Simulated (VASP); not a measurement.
# TiSi2 (Cmcm) in VASP: notebook

Runs on TiSi2. Level: PBE. Tasks: single point, relaxation of cell and atoms.

Everything below comes from runs of VASP 6.6.1. Logs are shortened: lines on timing, memory, paths and dates and some standing lists are left out, and cuts for length are marked.

**1. The cell of the first run**

It takes space group Cmcm (No. 63, orthorhombic). The conventional cell has a = 3.690 Å, b = 14.103 Å, c = 3.722 Å, α = 90.00°, β = 90.00°, γ = 90.00°. Within 3.8 Å of Ti (site symmetry m2m) lie 10 Si at 2.71 to 2.94 Å and 6 Ti at 3.50 to 3.72 Å. Within 3.3 Å of Si (site symmetry m2m) lie 6 Si at 2.46 to 3.30 Å and 6 Ti at 2.71 to 2.94 Å. Si (site symmetry m2m) has 8 Si at 2.62 to 3.30 Å and 4 Ti at 2.75 to 2.77 Å within 3.5 Å.

**2. Single point, PBE (equal strain along all axes, cell held: +4.0 %, then relaxed in part)**

The input, INCAR:

```
SYSTEM = TiSi2
PREC     = Accurate       ! precision mode
ENCUT    = 520            ! plane-wave cutoff, eV
EDIFF    = 1E-6           ! SCF threshold, eV
ISMEAR   = 0              ! smearing method
SIGMA    = 0.1            ! smearing width, eV
LREAL    = .FALSE.        ! projectors in reciprocal space
LASPH    = .TRUE.         ! aspherical terms in the spheres
NELM     = 60             ! most SCF steps
ALGO     = Normal         ! electronic algorithm
ISIF     = 2              ! what is computed and relaxed
LWAVE    = .FALSE.        ! write WAVECAR
LCHARG   = .FALSE.        ! write CHGCAR
GGA      = PE             ! functional
NBANDS   = 52             ! bands
```

The input, KPOINTS:

```
regular mesh
0
G
  10 4 10
  0 0 0
```

The input, POSCAR:

```
TiSi2
1.0
    3.6895121687      0.0000000000      0.0000000000
    0.0000000000     14.1031131882      0.0000000000
    0.0000000000      0.0000000000      3.7223910255
Ti Si
4 8
Direct
    0.5000000000      0.6049976451      0.7500000000
    0.0000000000      0.8950023549      0.2500000000
    0.0000000000      0.1049976451      0.7500000000
    0.5000000000      0.3950023549      0.2500000000
    0.5000000000      0.9429710657      0.7500000000
    0.0000000000      0.5570289343      0.2500000000
    0.0000000000      0.7499861833      0.7500000000
    0.5000000000      0.7500138167      0.2500000000
    0.0000000000      0.4429710657      0.7500000000
    0.5000000000      0.0570289343      0.2500000000
    0.5000000000      0.2499861833      0.7500000000
    0.0000000000      0.2500138167      0.2500000000
```

Potentials or basis: VASP PAW PBE potentials, release 64 (Ti_sv, Si).

On the command line:

```console
> cat potpaw_PBE.64/Ti_sv/POTCAR potpaw_PBE.64/Si/POTCAR > POTCAR
> mpirun -np 1 vasp_std > vasp.out
```

OUTCAR:

```text
SYSTEM = TiSi2
   PREC = Accurate
   ENCUT = 520
   EDIFF = 1E-6
   ISMEAR = 0
   LREAL = .FALSE.
   LASPH = .TRUE.
   NELM = 60
   ISIF = 2
   GGA = PE

 ion  position               nearest neighbor table
   1  0.500  0.605  0.750-   6 2.71   6 2.71   6 2.71   6 2.71   7 2.75   7 2.75   8 2.77   8 2.77
                             9 2.94   9 2.94
   2  0.000  0.895  0.250-   5 2.71   5 2.71   5 2.71   5 2.71   8 2.75   8 2.75   7 2.77   7 2.77
                            10 2.94  10 2.94
   3  0.000  0.105  0.750-  10 2.71  10 2.71  10 2.71  10 2.71  11 2.75  11 2.75  12 2.77  12 2.77
                             5 2.94   5 2.94
   4  0.500  0.395  0.250-   9 2.71   9 2.71   9 2.71   9 2.71  12 2.75  12 2.75  11 2.77  11 2.77
                             6 2.94   6 2.94
   5  0.500  0.943  0.750-  10 2.46  10 2.46   2 2.71   2 2.71   2 2.71   2 2.71   3 2.94   3 2.94

   6  0.000  0.557  0.250-   9 2.46   9 2.46   1 2.71   1 2.71   1 2.71   1 2.71   4 2.94   4 2.94

   7  0.000  0.750  0.750-   8 2.62   8 2.62   8 2.62   8 2.62   1 2.75   1 2.75   2 2.77   2 2.77

   8  0.500  0.750  0.250-   7 2.62   7 2.62   7 2.62   7 2.62   2 2.75   2 2.75   1 2.77   1 2.77

   9  0.000  0.443  0.750-   6 2.46   6 2.46   4 2.71   4 2.71   4 2.71   4 2.71   1 2.94   1 2.94

  10  0.500  0.057  0.250-   5 2.46   5 2.46   3 2.71   3 2.71   3 2.71   3 2.71   2 2.94   2 2.94

  11  0.500  0.250  0.750-  12 2.62  12 2.62  12 2.62  12 2.62   3 2.75   3 2.75   4 2.77   4 2.77

  12  0.000  0.250  0.250-  11 2.62  11 2.62  11 2.62  11 2.62   4 2.75   4 2.75   3 2.77   3 2.77

  LATTYP: Found a simple orthorhombic cell.
 ALAT       =     3.6895121687
 B/A-ratio  =     1.0089114374
 C/A-ratio  =     3.8224872404

  Lattice vectors:

 A1 = (  -3.6895121687,   0.0000000000,   0.0000000000)
 A2 = (   0.0000000000,   0.0000000000,   3.7223910255)
 A3 = (   0.0000000000,  14.1031131882,   0.0000000000)

Analysis of symmetry for initial positions (statically):
=====================================================================
 Subroutine PRICEL returns following result:

  LATTYP: Found a base centered orthorhombic cell.
 ALAT       =     3.6895121687
 B/A-ratio  =     3.8224872404
 C/A-ratio  =     1.0089114374

  Lattice vectors:

 A1 = (  -1.8447560843,   7.0515565941,   0.0000000000)
 A2 = (  -1.8447560843,  -7.0515565941,   0.0000000000)
 A3 = (   0.0000000000,   0.0000000000,   3.7223910255)

   2 primitive cells build up your supercell.

 Routine SETGRP: Setting up the symmetry group for a
 simple orthorhombic supercell.

 Subroutine GETGRP returns: Found  8 space group operations
 (whereof  4 operations were pure point group operations)
 out of a pool of  8 trial point group operations.

The static configuration has the point symmetry C_2h.
 The point group associated with its full space group is D_2h.

Analysis of symmetry for dynamics (positions and initial velocities):
=====================================================================
 Subroutine PRICEL returns following result:

  LATTYP: Found a base centered orthorhombic cell.
 ALAT       =     3.6895121687
 B/A-ratio  =     3.8224872404
 C/A-ratio  =     1.0089114374

  Lattice vectors:

 A1 = (  -1.8447560843,   7.0515565941,   0.0000000000)
 A2 = (  -1.8447560843,  -7.0515565941,   0.0000000000)
 A3 = (   0.0000000000,   0.0000000000,   3.7223910255)

   2 primitive cells build up your supercell.

 Routine SETGRP: Setting up the symmetry group for a
 simple orthorhombic supercell.

 Subroutine GETGRP returns: Found  8 space group operations
 (whereof  4 operations were pure point group operations)
 out of a pool of  8 trial point group operations.

The dynamic configuration has the point symmetry C_2h.
 The point group associated with its full space group is D_2h.

 Subroutine INISYM returns: Found  8 space group operations
 (whereof  4 operations are pure point group operations),
 and found     2 'primitive' translations

----------------------------------------------------------------------------------------

                                     Primitive cell

  volume of cell :      96.8447

  direct lattice vectors                    reciprocal lattice vectors
    -1.844756084  7.051556594  0.000000000    -0.271038542  0.070906330  0.000000000
    -1.844756084 -7.051556594  0.000000000    -0.271038542 -0.070906330  0.000000000
     0.000000000  0.000000000  3.722391025     0.000000000  0.000000000  0.268644533

  length of vectors
     7.288866538  7.288866538  3.722391025     0.280159953  0.280159953  0.268644533

  position of ions in fractional coordinates (direct lattice)
     0.104997645  0.895002355  0.750000000
     0.895002355  0.104997645  0.250000000
     0.442971066  0.557028934  0.750000000
     0.557028934  0.442971066  0.250000000
     0.749986183  0.250013817  0.750000000
     0.250013817  0.749986183  0.250000000

  ion indices of the primitive-cell ions
   primitive index   ion index
                 1           1
                 2           4
                 3           5
                 4          10
                 5          11
                 6           8

----------------------------------------------------------------------------------------

 KPOINTS: regular mesh

Automatic generation of k-mesh.
 Grid dimensions read from file:
 generate k-points for:   10    4   10

 Generating k-lattice:

  Cartesian coordinates                     Fractional coordinates (reciprocal lattice)
     0.027103854  0.000000000  0.000000000     0.100000000  0.000000000  0.000000000
     0.000000000  0.017726583  0.000000000     0.000000000  0.250000000  0.000000000
     0.000000000  0.000000000  0.026864453     0.000000000  0.000000000  0.100000000

  Length of vectors
     0.027103854  0.017726583  0.026864453

  Shift w.r.t. Gamma in fractional coordinates (k-lattice)
     0.000000000  0.000000000  0.000000000

 Subroutine IBZKPT returns following result:
 ===========================================

 Found    108 irreducible k-points:

 Following reciprocal coordinates:
            Coordinates               Weight
  0.000000  0.000000  0.000000      1.000000
  0.100000  0.000000  0.000000      2.000000
  0.200000  0.000000  0.000000      2.000000
  0.300000  0.000000  0.000000      2.000000
  0.400000  0.000000  0.000000      2.000000
  0.500000  0.000000  0.000000      1.000000
[... 16 lines left out ...]
  0.400000  0.000000  0.100000      4.000000
  0.500000  0.000000  0.100000      2.000000
 [... further k-points ...]
   k-points           NKPTS =    108   k-points in BZ     NKDIM =    108   number of bands    NBANDS=     52
   number of dos      NEDOS =    301   number of ions     NIONS =     12
   total plane-waves  NPLWV =  84672
   dimension x,y,z NGX =    28 NGY =  108 NGZ =   28
   dimension x,y,z NGXF=    56 NGYF=  216 NGZF=   56
   ions per type =               4   8
   NGX,Y,Z   is equivalent  to a cutoff of  12.62, 12.73, 12.51 a.u.
   NGXF,Y,Z  is equivalent  to a cutoff of  25.23, 25.46, 25.01 a.u.
 SYSTEM =  TiSi2
   PREC   = accura    normal or accurate (medium, high low for compatibility)
   ISTART =      0    job   : 0-new  1-cont  2-samecut
   ICHARG =      2    charge: 1-file 2-atom 10-const
   ISPIN  =      1    spin polarized calculation?
   LNONCOLLINEAR =      F non collinear calculations
   LSORBIT =      F    spin-orbit coupling
   LASPH  =      T    aspherical Exc in radial PAW
   ENCUT  =  520.0 eV  38.22 Ry    6.18 a.u.   6.86 26.22  6.92*2*pi/ulx,y,z
   NELM   =     60;   NELMIN=  2; NELMDL= -5     # of ELM steps
   EDIFF  = 0.1E-05   stopping-criterion for ELM
   LREAL  =      F    real-space projection
   EDIFFG = 0.1E-04   stopping-criterion for IOM
   NSW    =      0    number of steps for IOM
   IBRION =     -1    ionic relax: 0-MD 1-quasi-New 2-CG
   NFREE  =      0    steps in history (QN), initial steepest desc. (CG)
   ISIF   =      2    stress and relaxation
   ISYM   =      2    0-nonsym 1-usesym 2-fastsym
   POTIM  = 0.5000    time-step for ionic-motion
   TEBEG  =    0.0;   TEEND  =   0.0 temperature during run
   PSTRESS=    0.0 pullay stress
   NELECT =      80.0000    total number of electrons
   NUPDOWN=      -1.0000    fix difference up-down
   EMIN   =  10.00;   EMAX   =-10.00  energy-range for DOS
   EFERMI =   0.00;   METHOD = LEGACY
   ISMEAR =     0;   SIGMA  =   0.10  broadening in eV -4-tet -1-fermi 0-gaus
   EFERMI_NEDOS =   21; number of points for ismear=-14 and -15
   IALGO  =     38    algorithm
   IMIX   =      4    mixing-type and parameters
     AMIX     =   0.40;   BMIX     =  1.00
     AMIX_MAG =   1.60;   BMIX_MAG =  1.00
  volume/ion in A,a.u.               =      16.14       108.92
  Fermi-wavevector in a.u.,A,eV,Ry     =   1.219185  2.303925 20.223855  1.486411
  Thomas-Fermi vector in A             =   2.354446
   LORBIT       =      0    0 simple, 1 ext, 2 COOP (PROOUT), +10 PAW based schemes
   GGA     = PE    functional components
   LHFCALC =     F    Hartree Fock is set to
   AEXX    =    0.0000 exact exchange contribution
   IVDW    =     0    specifies the selected vdW correction
   LEPSILON=     F    determine dielectric tensor
   LRPA    =     F    only Hartree local field effects (RPA)
 non-spin polarized calculation
 Gauss-broadening in eV      SIGMA  =   0.10
  energy-cutoff  :      520.00
  volume of cell :      193.69
 maximum number of plane-waves:      5248
 NGX is ok and might be reduce to    28

 number of electron      79.9999986 magnetization

 Free energy of the ion-electron system (eV)
  ---------------------------------------------------
  ext. energy  EPLUGINS =         0.00000000
  ---------------------------------------------------
  free energy    TOTEN  =       -80.60226229 eV

  energy without entropy =      -80.58725688  energy(sigma->0) =      -80.59475959

 E-fermi :   8.9446     XC(G=0): -11.0693

 val. band max:        8.9260686391   @ k =   0.2000   0.0000   0.0000
 cond. band min:       8.9473976176   @ k =   0.3000   0.2500   0.0000
 fundamental gap:      0.0213289786
 Fermi energy:         8.9445504553

 k-point     1 :       0.0000    0.0000    0.0000
  band No.  band energies     occupation
      1     -48.1881      2.00000
      2     -48.1880      2.00000
      3     -48.1841      2.00000
      4     -48.1840      2.00000
      5     -24.4760      2.00000
      6     -24.4728      2.00000
[... 44 lines left out ...]
     51      10.6717      0.00000
     52      11.1975      0.00000

 k-point     2 :       0.1000    0.0000    0.0000
  band No.  band energies     occupation
      1     -48.1879      2.00000
      2     -48.1878      2.00000
      3     -48.1839      2.00000
      4     -48.1838      2.00000
      5     -24.4755      2.00000
      6     -24.4750      2.00000
[... 44 lines left out ...]
     51      10.6994      0.00000
     52      10.8720      0.00000
[... 1153 lines left out ...]
     51      10.6719      0.00000
     52      10.8716      0.00000

 k-point    24 :       0.5000    0.0000    0.1000
  band No.  band energies     occupation
      1     -48.1857      2.00000
      2     -48.1857      2.00000
      3     -48.1819      2.00000
      4     -48.1819      2.00000
      5     -24.5111      2.00000
      6     -24.5111      2.00000
[... 44 lines left out ...]
     51      10.4885      0.00000
     52      10.4885      0.00000

 [... further k-points ...]

------------------------ aborting loop because EDIFF is reached ----------------------------------------

  FORCE on cell =-STRESS in cart. coord.  units (eV):
  Direction    XX          YY          ZZ          XY          YZ          ZX
  --------------------------------------------------------------------------------------
  -------------------------------------------------------------------------------------
  Total      -15.5509732    -11.6659793    -16.9574862      0.0000000     -0.0000000      0.0000000
  in kB     -128.6359105    -96.4996754   -140.2704283      0.0000000     -0.0000000      0.0000000
  external PRESSURE =    -121.8020047 kB  Pullay stress =       0.0000000 kB

 VOLUME and BASIS-vectors are now :
 -----------------------------------------------------------------------------
  energy-cutoff  :      520.00
  volume of cell :      193.69
      direct lattice vectors                 reciprocal lattice vectors
     3.689512169  0.000000000  0.000000000     0.271038542  0.000000000  0.000000000
     0.000000000 14.103113188  0.000000000     0.000000000  0.070906330  0.000000000
     0.000000000  0.000000000  3.722391025     0.000000000  0.000000000  0.268644533

 POSITION                                       TOTAL-FORCE (eV/Angst)
 -----------------------------------------------------------------------------------
      1.84476      8.53235      2.79179         0.000000     -0.003235     -0.000000
      0.00000     12.62232      0.93060         0.000000      0.003235     -0.000000
      0.00000      1.48079      2.79179         0.000000     -0.003235      0.000000
      1.84476      5.57076      0.93060        -0.000000      0.003235     -0.000000
      1.84476     13.29883      2.79179        -0.000000      0.013023     -0.000000
      0.00000      7.85584      0.93060         0.000000     -0.013023      0.000000
      0.00000     10.57714      2.79179         0.000000      0.001110      0.000000
      1.84476     10.57753      0.93060         0.000000     -0.001110      0.000000
      0.00000      6.24727      2.79179        -0.000000      0.013023     -0.000000
      1.84476      0.80429      0.93060         0.000000     -0.013023      0.000000
      1.84476      3.52558      2.79179         0.000000      0.001110      0.000000
      0.00000      3.52597      0.93060         0.000000     -0.001110      0.000000
 -----------------------------------------------------------------------------------
    total drift:                                0.000000      0.000000      0.000000

  FREE ENERGIE OF THE ION-ELECTRON SYSTEM (eV)
  ---------------------------------------------------
  free  energy   TOTEN  =       -80.6022622926 eV

  energy  without entropy=      -80.5872568837  energy(sigma->0) =      -80.59475959
```

Wall time 16 min (1 thread of Intel Xeon Platinum 8488C (Sapphire Rapids), shared host); peak memory 0.81 GiB.

What came out:

```yaml
Free_energy: -80.6023 eV
Pressure: -12.2 GPa
Largest_force: 0.013 eV/Å
Band_gap_on_the_k_mesh: zero (bands 40 and 41 overlap by 0.83 eV)
```

Forces in eV/Å, atoms in the order of the input:
```
Ti   0.000 -0.003  0.000
Ti   0.000  0.003  0.000
Ti   0.000 -0.003  0.000
Ti   0.000  0.003  0.000
Si   0.000  0.013  0.000
Si   0.000 -0.013  0.000
Si   0.000  0.001  0.000
Si   0.000 -0.001  0.000
Si   0.000  0.013  0.000
Si   0.000 -0.013  0.000
Si   0.000  0.001  0.000
Si   0.000 -0.001  0.000
```

Caveat: the cell differs from its parent crystal (equal strain along all axes, cell held: +4.0 %, then relaxed in part); the cell stands under tension.

**3. Relaxation of cell and atoms, PBE**

This run uses another cell than the first one: it holds 6 atoms, not 12.

The input, INCAR:

```
ALGO = Normal ; EDIFF = 1E-6
EDIFFG = -0.01 ; ENCUT = 600
GGA = PE ; IBRION = 2
ISIF = 3 ; ISMEAR = 0
LASPH = True ; LCHARG = False
LREAL = False ; LWAVE = False
NELM = 100 ; NSW = 100
PREC = Accurate ; SIGMA = 0.1
```

The input, KPOINTS:

```
k-points
0
Gamma
  10 10 10
```

The input, POSCAR:

```
TiSi2
1.0
    1.7651050250     -6.7592815350      0.0000000000
    1.7651050250      6.7592815350      0.0000000000
    0.0000000000      0.0000000000      3.5651739700
Ti Si
2 4
Direct
    0.8968819200      0.1031180800      0.7500000000
    0.1031180800      0.8968819200      0.2500000000
    0.5582514500      0.4417485500      0.7500000000
    0.4417485500      0.5582514500      0.2500000000
    0.2496851800      0.7503148200      0.7500000000
    0.7503148200      0.2496851800      0.2500000000
```

Potentials or basis: VASP PAW PBE potentials, release 64 (Ti_sv, Si).

On the command line:

```console
> cat potpaw_PBE.64/Ti_sv/POTCAR potpaw_PBE.64/Si/POTCAR > POTCAR
> mpirun -np 1 vasp_std > vasp.out
```

It took 35 min on 1 thread of Intel Xeon Platinum 8124M at 3.00GHz (Skylake/Cascade Lake), shared host; peak memory 0.59 GiB.

Results (log left out):

```yaml
Free_energy: -40.7532 eV
Relaxed_volume: 14.35 Å³/atom
Relaxed_cell: a = 7.013 Å, b = 7.013 Å, c = 3.579 Å, α = 90.00°, β = 90.00°, γ = 150.72°
Space_group_after_relaxing_to_0.1_Å: Cmcm (No. 63)
Energy_gained_by_relaxing: 1.2 meV/atom
Ionic_steps: 6
Pressure_after_relaxing: 0.0 GPa
Largest_force_after_relaxing: 0.008 eV/Å
Band_gap_on_the_k_mesh: zero (bands 20 and 21 overlap by 0.99 eV)
```

Forces on the atoms (eV/Å):
```
Ti   0.000 -0.008  0.000
Ti   0.000  0.008  0.000
Si   0.000 -0.002  0.000
Si   0.000  0.002  0.000
Si   0.000 -0.007  0.000
Si   0.000  0.007  0.000
```

Stress tensor (GPa, compression positive):
```
 0.09  0.00  0.00
 0.00 -0.07  0.00
 0.00  0.00  0.03
```

The path:
```
step  energy change (eV)  largest force (eV/Å)  pressure (GPa)  volume (Å³)
   1              0.0000                0.1666            1.82        85.07
   2             -0.0025                0.0489           -1.51        87.06
   3             -0.0069                0.0696           -0.08        86.17
   4             -0.0074                0.0325           -0.06        86.13
   5             -0.0075                0.0140            0.01        86.09
   6             -0.0075                0.0083            0.01        86.10
```

Final structure:
```cif
data_structure
_symmetry_space_group_name_H-M 'P 1'
_symmetry_Int_Tables_number 1
_cell_length_a 7.0132
_cell_length_b 7.0132
_cell_length_c 3.5790
_cell_angle_alpha 90.000
_cell_angle_beta 90.000
_cell_angle_gamma 150.717
_cell_volume 86.10
loop_
_atom_site_label
_atom_site_type_symbol
_atom_site_fract_x
_atom_site_fract_y
_atom_site_fract_z
_atom_site_occupancy
Ti1 Ti 0.89673 0.10327 0.75000 1
Ti2 Ti 0.10327 0.89673 0.25000 1
Si1 Si 0.55902 0.44098 0.75000 1
Si2 Si 0.44098 0.55902 0.25000 1
Si3 Si 0.24975 0.75025 0.75000 1
Si4 Si 0.75025 0.24975 0.25000 1
```

Levels at points of the mesh, in eV from the Fermi level:
```tsv
k point	band 16	band 17	band 18	band 19	band 20	band 21	band 22	band 23	band 24
(0.00, 0.00, 0.00)	-2.50	-2.11	-2.05	-2.02	0.47	0.71	0.81	0.89	1.34
(0.50, 0.00, 0.00)	-2.44	-1.65	-1.43	-0.64	-0.55	-0.52	1.18	1.45	1.64
(0.50, 0.50, 0.00)	-2.53	-2.46	-1.89	-1.15	0.40	0.65	0.75	0.90	1.11
(0.00, 0.00, 0.50)	-2.25	-1.59	-1.59	-0.04	-0.04	0.84	0.84	1.50	1.50
(0.50, 0.00, 0.50)	-4.01	-3.18	-3.18	-2.41	-2.41	1.74	1.74	1.87	1.87
(0.50, 0.50, 0.50)	-3.31	-2.01	-2.01	-0.85	-0.85	0.46	0.46	1.65	1.65
```

[end of part 1 of 2]
